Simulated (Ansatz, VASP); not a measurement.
**One calculation of GaP, two programs**

INCAR

```
PREC = Accurate ; ENCUT = 520
EDIFF = 1E-7 ; ISMEAR = 0
SIGMA = 0.01 ; LREAL = False
LASPH = True ; NELM = 150
ALGO = Normal ; ISIF = 2
LWAVE = False ; LCHARG = False
MAGMOM = 0 0 0 0 0 0 ; LORBIT = 11
LSORBIT = True ; GGA_COMPAT = False
LORBMOM = True ; GGA = PS
NBANDS = 30
```

File KPOINTS:

```
regular mesh
0
Gamma
  8 8 8
```

Contents of POSCAR:

```
GaP
1.0
    2.6562079898      2.6562079898      0.0000000000
   -2.6562079898      2.6562079898      0.0000000000
    0.0000000000      2.6562079898      2.6562079898
Ga P
1 1
Direct
    0.0000000000      0.0000000000      0.0000000000
    0.7500000000      0.2500000000      0.5000000000
```

Input for Ansatz:

```yaml
crystal:
  lattice:
    - [2.65620798978, 2.65620798978, 0.0]
    - [-2.65620798978, 2.65620798978, 0.0]
    - [0.0, 2.65620798978, 2.65620798978]
  atoms:
    - { symbol: Ga, position: [0.0, 0.0, 0.0] }
    - { symbol: P, position: [0.75, 0.25, 0.5] }
kpoints:
  mp_grid: { grid: [8, 8, 8] }
scf:
  occupations: { method: fixed }
  convergence: { dr2_threshold: 1.0e-10 }
hamiltonian:
  xc: pbesol
  pseudopotentials: { kind: all_electron, lapw: { basis_error: 0.0005 } }
magnetization:
  noncollinear: true
  spin_orbit: true
output:
  forces: true
  stress: true
  eigenstates:
    kpoints:
      - [0.0, 0.0, 0.0]
      - [0.429517813, -0.429517812, 1.0e-09]
      - [0.429517813, 0.429517812, 0.429517812]
      - [1.0e-09, 0.0, 0.429517813]
      - [0.5, 0.0, 0.0]
      - [0.0, 0.5, 0.5]
      - [0.0, -0.5, 0.0]
      - [0.5, 0.0, 0.5]
      - [-0.5, -0.5, -0.5]
      - [-0.5, 0.5, 0.0]
      - [0.0, 0.0, -0.5]
  eigenvalues: true
```

Alike in both runs: task single point; functional PBEsol; k mesh 8 × 8 × 8; non-collinear spin, spin-orbit coupling.

```csv
,VASP,Ansatz
version,VASP 6.6.1,Ansatz 0.2.0
potentials or method,"VASP PAW PBE potentials, release 64 (Ga_d, P), cutoff 520 eV",all-electron LAPW
occupations,"gaussian, width 0.01 eV",fixed
```

|  | VASP | Ansatz | Ansatz less VASP |
| --- | --- | --- | --- |
| pressure (GPa) | 6.7 | 6.9 | +0.21 |
| net moment per atom (μB) | 0.00 | 0.00 | 0.000 |

VASP's potentials were made for PBE, not for PBEsol. Ansatz ran all-electron here, and VASP with PAW potentials.
